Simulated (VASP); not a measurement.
GaSb: single point with PBE

GaSb:

```
CELL_PARAMETERS angstrom
-1.59321 2.55882 2.83753
1.59321 -2.55882 2.83753
1.59321 2.55882 -2.83753
ATOMIC_POSITIONS crystal
Sb 0.50000 0.50000 0.00000
Ga 0.00000 0.00000 0.00000
```

```yaml
Program: VASP 6.6.1
Task: single point
Functional: PBE
Potentials_or_basis: VASP PAW PBE potentials, release 64 (Sb, Ga_d)
Cutoff: 520 eV
k_mesh: 10 × 10 × 10
Occupations: fermi-dirac, width 0.05 eV
Spin: no spin polarisation
```

```
Pressure               : 2.0 GPa
Band gap on the k mesh : zero (bands 9 and 10 overlap by 5.39 eV)
```

Levels at points of the mesh, in eV from the Fermi level:
| k point | band 6 | band 7 | band 8 | band 9 | band 10 | band 11 | band 12 | band 13 |
| --- | --- | --- | --- | --- | --- | --- | --- | --- |
| (0.00, 0.00, 0.00) | -12.28 | -2.59 | -2.12 | -1.55 | 3.48 | 4.65 | 6.43 | 7.51 |
| (0.50, 0.00, 0.00) | -10.66 | -8.29 | -0.04 | 1.56 | 2.70 | 3.16 | 4.06 | 6.18 |
| (0.00, 0.50, 0.00) | -8.46 | -6.49 | -1.78 | -0.48 | -0.32 | 0.88 | 2.84 | 3.55 |
| (0.50, 0.50, 0.00) | -8.39 | -5.33 | -3.21 | -2.28 | -2.09 | 3.08 | 4.36 | 7.21 |
| (0.50, 0.50, 0.50) | -9.45 | -5.82 | -5.40 | -4.94 | 2.27 | 6.17 | 10.08 | 10.49 |

Wall time 42 s on 1 thread of Intel(R) Xeon(R) 6975P-C (Granite Rapids) (shared host), peak memory 0.27 GiB.

Caveat: spin-orbit coupling is left out, which moves the levels of the heavy elements.
